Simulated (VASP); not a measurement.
# MgI2 (P-3m1) in VASP: a series of runs, part 2 of 2

VASP 6.6.1. Earlier steps stand in the parts before.

## (5) Single point, LDA (volume scaled by 1.04)

The input, INCAR:

```
PREC = Accurate ; ENCUT = 520
EDIFF = 1E-6 ; ISMEAR = -1
SIGMA = 0.05 ; LREAL = F
LASPH = T ; NELM = 100
ALGO = Normal ; ISIF = 2
LWAVE = F ; LCHARG = F
NBANDS = 15
```

The input, KPOINTS:

```
Automatic mesh
0
Gamma
  8 8 4
```

The input, POSCAR:

```
MgI2
1.0
    4.1944799318      0.0000000000      0.0000000000
   -2.0972399659      3.6325261766      0.0000000000
    0.0000000000      0.0000000000      6.9705366983
I Mg
2 1
Direct
    0.6666666667      0.3333333333      0.7500000000
    0.3333333333      0.6666666667      0.2500000000
    0.0000000000      0.0000000000      0.0000000000
```

Potentials or basis: VASP PAW LDA potentials, release 64 (I, Mg).

Run with:

```sh
> cat potpaw_LDA.64/I/POTCAR potpaw_LDA.64/Mg/POTCAR > POTCAR
> mpirun -np 1 vasp_std > vasp.out
```

OUTCAR:

```text
PREC = Accurate
   ENCUT = 520
   EDIFF = 1E-6
   ISMEAR = -1
   LREAL = F
   LASPH = T
   NELM = 100
   ISIF = 2

 ion  position               nearest neighbor table
   1  0.667  0.333  0.750-   3 2.98   3 2.98   3 2.98
   2  0.333  0.667  0.250-   3 2.98   3 2.98   3 2.98
   3  0.000  0.000  0.000-   1 2.98   2 2.98   2 2.98   1 2.98   1 2.98   2 2.98

  LATTYP: Found a hexagonal cell.
 ALAT       =     4.1944799318
 C/A-ratio  =     1.6618357488

  Lattice vectors:

 A1 = (   4.1944799318,   0.0000000000,   0.0000000000)
 A2 = (  -2.0972399659,   3.6325261766,   0.0000000000)
 A3 = (   0.0000000000,   0.0000000000,   6.9705366983)

Analysis of symmetry for initial positions (statically):
=====================================================================
 Subroutine PRICEL returns:
 Original cell was already a primitive cell.

 Routine SETGRP: Setting up the symmetry group for a
 hexagonal supercell.

 Subroutine GETGRP returns: Found 12 space group operations
 (whereof 12 operations were pure point group operations)
 out of a pool of 24 trial point group operations.
[... 170 lines left out ...]
 Fermi energy:         2.8821779733

 k-point     1 :       0.0000    0.0000    0.0000
  band No.  band energies     occupation
      1     -10.0935      2.00000
      2      -9.4821      2.00000
      3      -1.6321      2.00000
      4       1.4889      2.00000
      5       1.4889      2.00000
      6       1.8067      2.00000
      7       1.8256      2.00000
      8       1.8256      2.00000
      9       5.0449      0.00000
     10       6.4958      0.00000
     11       8.4663      0.00000
     12       8.4663      0.00000
     13       9.1927      0.00000
     14      10.0165      0.00000
[... 401 lines left out ...]
      2      -9.2835      2.00000
      3      -1.2706      2.00000
      4      -0.7491      2.00000
      5      -0.1124      2.00000
      6       0.3128      2.00000
      7       0.6931      2.00000
      8       1.3060      2.00000
      9       5.8629      0.00000
     10       7.4457      0.00000
     11       8.3277      0.00000
     12       8.8671      0.00000
     13       9.2847      0.00000
     14       9.3863      0.00000
     15      10.5172      0.00000

 [... further k-points ...]
[... 5 lines left out ...]
  --------------------------------------------------------------------------------------
  -------------------------------------------------------------------------------------
  Total       -1.8996466     -1.8996466     -2.2306233     -0.0000000     -0.0000000     -0.0000000
  in kB      -28.6569724    -28.6569724    -33.6498959     -0.0000000     -0.0000000     -0.0000000
  external PRESSURE =     -30.3212802 kB  Pullay stress =       0.0000000 kB

 VOLUME and BASIS-vectors are now :
 -----------------------------------------------------------------------------
  energy-cutoff  :      520.00
  volume of cell :      106.21
      direct lattice vectors                 reciprocal lattice vectors
     4.194479932  0.000000000  0.000000000     0.238408579  0.137645257  0.000000000
    -2.097239966  3.632526177  0.000000000     0.000000000  0.275290514  0.000000000
     0.000000000  0.000000000  6.970536698     0.000000000  0.000000000  0.143460976

 POSITION                                       TOTAL-FORCE (eV/Angst)
 -----------------------------------------------------------------------------------
      2.09724      1.21084      5.22790         0.000000     -0.000000      0.536090
     -0.00000      2.42168      1.74263        -0.000000      0.000000     -0.536090
      0.00000      0.00000      0.00000         0.000000      0.000000      0.000000
 -----------------------------------------------------------------------------------
    total drift:                                0.000000     -0.000000      0.000000

  FREE ENERGIE OF THE ION-ELECTRON SYSTEM (eV)
  ---------------------------------------------------
  free  energy   TOTEN  =        -8.9808377821 eV

  energy  without entropy=       -8.9808377820  energy(sigma->0) =       -8.98083778
```

stdout:

```text
POSCAR found type information on POSCAR I Mg
 POSCAR found :  2 types and       3 ions
 scaLAPACK will be used
 LDA part: xc-table for (Slater(with rela. corr.)+CA(PZ))
 , standard interpolation
 POSCAR, INCAR and KPOINTS ok, starting setup
 FFT: planning ... GRIDC
 FFT: planning ... GRID_SOFT
 FFT: planning ... GRID
 WAVECAR not read
 entering main loop
```

Wall time 22 s (1 thread of Intel Xeon Platinum 8559C (Emerald Rapids), shared host); peak memory 0.22 GiB.

Results:

- Free energy: -8.9808 eV
- Pressure: -3.0 GPa
- Largest force: 0.536 eV/Å
- Band gap on the k mesh: 3.22 eV, direct

Forces in eV/Å, atoms in the order of the input:
```
I    0.000  0.000  0.536
I    0.000  0.000 -0.536
Mg   0.000  0.000  0.000
```

Stress tensor (GPa, compression positive):
```
-2.87  0.00  0.00
 0.00 -2.87  0.00
 0.00  0.00 -3.36
```

Caveat: spin-orbit coupling is left out, which moves the levels of the heavy elements.

## (6) Single point, LDA (volume scaled by 1.06)

The input, INCAR:

```
ALGO = Normal
EDIFF = 1E-7
ENCUT = 520
ISIF = 2
ISMEAR = -1
LASPH = True
LCHARG = True
LELF = True
LREAL = False
LVHAR = True
LWAVE = False
NBANDS = 15
NELM = 60
PREC = Accurate
SIGMA = 0.05
```

The input, KPOINTS:

```
k-points
0
Gamma
  8 8 4
```

The input, POSCAR:

```
MgI2
1.0
    4.2211970848      0.0000000000      0.0000000000
   -2.1105985424      3.6556639099      0.0000000000
    0.0000000000      0.0000000000      7.0149362183
I Mg
2 1
Direct
    0.6666666667      0.3333333333      0.7500000000
    0.3333333333      0.6666666667      0.2500000000
    0.0000000000      0.0000000000      0.0000000000
```

Potentials or basis: VASP PAW LDA potentials, release 64 (I, Mg).

Run with:

```sh
> cat potpaw_LDA.64/I/POTCAR potpaw_LDA.64/Mg/POTCAR > POTCAR
> mpirun -np 1 vasp_std > vasp.out
```

OUTCAR:

```text
EDIFF = 1E-7
   ENCUT = 520
   ISIF = 2
   ISMEAR = -1
   LASPH = True
   LREAL = False
   NELM = 60
   PREC = Accurate

 ion  position               nearest neighbor table
   1  0.667  0.333  0.750-   3 3.00   3 3.00   3 3.00
   2  0.333  0.667  0.250-   3 3.00   3 3.00   3 3.00
   3  0.000  0.000  0.000-   1 3.00   2 3.00   1 3.00   2 3.00   1 3.00   2 3.00

  LATTYP: Found a hexagonal cell.
 ALAT       =     4.2211970848
 C/A-ratio  =     1.6618357488

  Lattice vectors:

 A1 = (   4.2211970848,   0.0000000000,   0.0000000000)
 A2 = (  -2.1105985424,   3.6556639099,   0.0000000000)
 A3 = (   0.0000000000,   0.0000000000,   7.0149362183)

Analysis of symmetry for initial positions (statically):
=====================================================================
 Subroutine PRICEL returns:
 Original cell was already a primitive cell.

 Routine SETGRP: Setting up the symmetry group for a
 hexagonal supercell.

 Subroutine GETGRP returns: Found 12 space group operations
 (whereof 12 operations were pure point group operations)
 out of a pool of 24 trial point group operations.

The static configuration has the point symmetry D_3d.

Analysis of symmetry for dynamics (positions and initial velocities):
[... 171 lines left out ...]
      2      -9.6068      2.00000
      3      -1.7163      2.00000
      4       1.3314      2.00000
      5       1.3314      2.00000
      6       1.6354      2.00000
      7       1.6544      2.00000
      8       1.6544      2.00000
      9       4.8001      0.00000
     10       6.3164      0.00000
     11       8.2698      0.00000
     12       8.2698      0.00000
     13       9.0353      0.00000
     14       9.8446      0.00000
[... 401 lines left out ...]
      2      -9.4185      2.00000
      3      -1.3675      2.00000
      4      -0.8390      2.00000
      5      -0.2232      2.00000
      6       0.1926      2.00000
      7       0.5640      2.00000
      8       1.1546      2.00000
      9       5.6397      0.00000
     10       7.2662      0.00000
     11       8.1208      0.00000
     12       8.6956      0.00000
     13       9.0601      0.00000
     14       9.1918      0.00000
     15      10.3032      0.00000

 [... further k-points ...]
[... 5 lines left out ...]
  --------------------------------------------------------------------------------------
  -------------------------------------------------------------------------------------
  Total       -2.2080392     -2.2080392     -2.5286485     -0.0000000      0.0000000     -0.0000000
  in kB      -32.6807299    -32.6807299    -37.4260007     -0.0000000      0.0000000     -0.0000000
  external PRESSURE =     -34.2624868 kB  Pullay stress =       0.0000000 kB

 VOLUME and BASIS-vectors are now :
 -----------------------------------------------------------------------------
  energy-cutoff  :      520.00
  volume of cell :      108.25
      direct lattice vectors                 reciprocal lattice vectors
     4.221197085  0.000000000  0.000000000     0.236899623  0.136774061  0.000000000
    -2.110598542  3.655663910  0.000000000     0.000000000  0.273548123  0.000000000
     0.000000000  0.000000000  7.014936218     0.000000000  0.000000000  0.142552971

 POSITION                                       TOTAL-FORCE (eV/Angst)
 -----------------------------------------------------------------------------------
      2.11060      1.21855      5.26120        -0.000000     -0.000000      0.602200
     -0.00000      2.43711      1.75373         0.000000      0.000000     -0.602200
      0.00000      0.00000      0.00000         0.000000      0.000000      0.000000
 -----------------------------------------------------------------------------------
    total drift:                                0.000000     -0.000000      0.000000

  FREE ENERGIE OF THE ION-ELECTRON SYSTEM (eV)
  ---------------------------------------------------
  free  energy   TOTEN  =        -8.9396626829 eV

  energy  without entropy=       -8.9396626828  energy(sigma->0) =       -8.93966268
```

Run time: 30 s. Hardware: 1 thread of Intel Xeon Platinum 8559C (Emerald Rapids), shared host; peak memory 0.21 GiB.

Results:

```yaml
Free_energy: -8.9397 eV
Pressure: -3.4 GPa
Largest_force: 0.602 eV/Å
Band_gap_on_the_k_mesh: 3.15 eV, direct
```

Forces in eV/Å, atoms in the order of the input:
```
I    0.000  0.000  0.602
I    0.000  0.000 -0.602
Mg   0.000  0.000  0.000
```

Stress tensor (GPa, compression positive):
```
-3.27  0.00  0.00
 0.00 -3.27  0.00
 0.00  0.00 -3.74
```

Levels at points of the mesh, in eV from the valence-band top:
```tsv
k point	band 6	band 7	band 8	band 9	band 10	band 11
(0.00, 0.00, 0.00)	-0.02	0.00	0.00	3.15	4.66	6.62
(0.50, 0.00, 0.00)	-1.18	-0.87	-0.36	3.44	5.08	5.33
(0.00, 0.00, 0.50)	-0.21	-0.12	-0.12	4.24	4.67	6.44
(0.50, 0.00, 0.50)	-0.99	-0.75	-0.62	3.23	4.93	5.67
```

Caveat: spin-orbit coupling is left out, which moves the levels of the heavy elements. A k mesh can miss the band edges.

## (7) Summary

```csv
cell,gap on the mesh (eV),pressure (GPa),largest force (eV/Å)
"a = 4.112, b = 4.112, c = 6.834 Å, angles 90.0, 90.0, 120.0°, 3 atoms",3.34,-1.6,0.30
"a = 4.140, b = 4.140, c = 6.880 Å, angles 90.0, 90.0, 120.0°, 3 atoms",3.31,-2.1,0.39
"a = 4.167, b = 4.167, c = 6.926 Å, angles 90.0, 90.0, 120.0°, 3 atoms",3.29,-2.6,0.46
"a = 4.194, b = 4.194, c = 6.971 Å, angles 90.0, 90.0, 120.0°, 3 atoms",3.22,-3.0,0.54
"a = 4.221, b = 4.221, c = 7.015 Å, angles 90.0, 90.0, 120.0°, 3 atoms",3.15,-3.4,0.60
```

Alike in all rows: task single point; level LDA; potentials or basis VASP PAW LDA potentials, release 64 (I, Mg); no spin polarisation; k mesh 8 × 8 × 4; cutoff (eV) 520; smearing fermi-dirac 0.05 eV.

Caveats: spin-orbit coupling is left out, which moves the levels of the heavy elements.

Total energies depend on the potentials used, so only differences within one code and one set of settings carry meaning.
